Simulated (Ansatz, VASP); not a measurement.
Two plane-wave programs on ZrO

Contents of INCAR:

```
SYSTEM = ZrO
ALGO = Normal ; EDIFF = 1E-7
EDIFFG = -0.05 ; ENCUT = 600
GGA = PE ; GGA_COMPAT = .FALSE.
IBRION = 2 ; ISIF = 3
ISMEAR = 0 ; IVDW = 12
LASPH = .TRUE. ; LCHARG = .FALSE.
LREAL = .FALSE. ; LWAVE = .FALSE.
NELM = 120 ; NELMIN = 4
NSW = 80 ; PREC = Accurate
SIGMA = 0.1
```

Contents of KPOINTS:

```
k-points
0
G
  6 6 2
  0 0 0
```

POSCAR

```
ZrO
1.0
    3.0147621473     -3.0147537687      0.0000000000
    3.0147621473      3.0147537687      0.0000000000
    0.0000000000      0.0000000000     10.5784300591
Zr O
4 4
Direct
   -0.0001094671      0.0001094671      0.0002320639
    0.0001094671     -0.0001094671      0.5002320639
    0.5001267597      0.4998732403      0.2567722137
    0.4998732403      0.5001267597      0.7567722137
    1.0001760411      0.4998149234      0.3784978611
   -0.0001760411      0.5001850766      0.8784978611
    0.5001850766     -0.0001760411      0.3784978611
    0.4998149234      1.0001760411      0.8784978611
```

Input for Ansatz:

```yaml
crystal:
  lattice:
    - [3.0147621473, -3.0147537687, 0.0]
    - [3.0147621473, 3.0147537687, 0.0]
    - [0.0, 0.0, 10.5784300591]
  atoms:
    - { symbol: Zr, position: [-0.0001094671, 0.0001094671, 0.0002320639] }
    - { symbol: Zr, position: [0.0001094671, -0.0001094671, 0.5002320639] }
    - { symbol: Zr, position: [0.5001267597, 0.4998732403, 0.2567722137] }
    - { symbol: Zr, position: [0.4998732403, 0.5001267597, 0.7567722137] }
    - { symbol: O, position: [1.0001760411, 0.4998149234, 0.3784978611] }
    - { symbol: O, position: [-0.0001760411, 0.5001850766, 0.8784978611] }
    - { symbol: O, position: [0.5001850766, -0.0001760411, 0.3784978611] }
    - { symbol: O, position: [0.4998149234, 1.0001760411, 0.8784978611] }
basis:
  ecutwfc: 420
kpoints:
  mp_grid: { grid: [6, 6, 2] }
hamiltonian:
  xc: pbe
  dispersion: d3bj
scf:
  occupations: { method: gaussian, width: 0.1 }
output:
  forces: true
  stress: true
  eigenvalues: true
relax:
  adjacent_minimum: "off"
  f_tol: 0.05
  max_steps: 60
  cell: { stress_tol: 0.5 }
```

Alike in both runs: task relaxation of cell and atoms; functional PBE; dispersion D3(BJ); k mesh 6 × 6 × 2; occupations gaussian, width 0.1 eV; no spin polarisation.

|  | VASP | Ansatz |
| --- | --- | --- |
| version | VASP 6.6.1 | Ansatz 0.2.0 |
| potentials or method | VASP PAW PBE potentials, release 64 (Zr_sv, O), cutoff 600 eV | scalar-relativistic, plane waves, PAW |
| valence electrons in the cell | 72 | 72 |

|  | VASP | Ansatz | Ansatz less VASP |
| --- | --- | --- | --- |
| gap on the k mesh at the Fermi level, each at its own relaxed structure (eV) | none | none | - |
| relaxed volume (Å³/atom) | 15.70 | 15.68 | -0.025 |
| relaxed length of the cell vector where the two differ most in proportion (Å) | 9.683 | 9.671 | -0.0124 |

A gap of «none» marks a metal or a gap that the smearing closes. Ansatz's warnings: near symmetry operation missed by atoms.

Noted on VASP's run: the volume moved by over 15 % at a fixed basis, so the end points are rough.
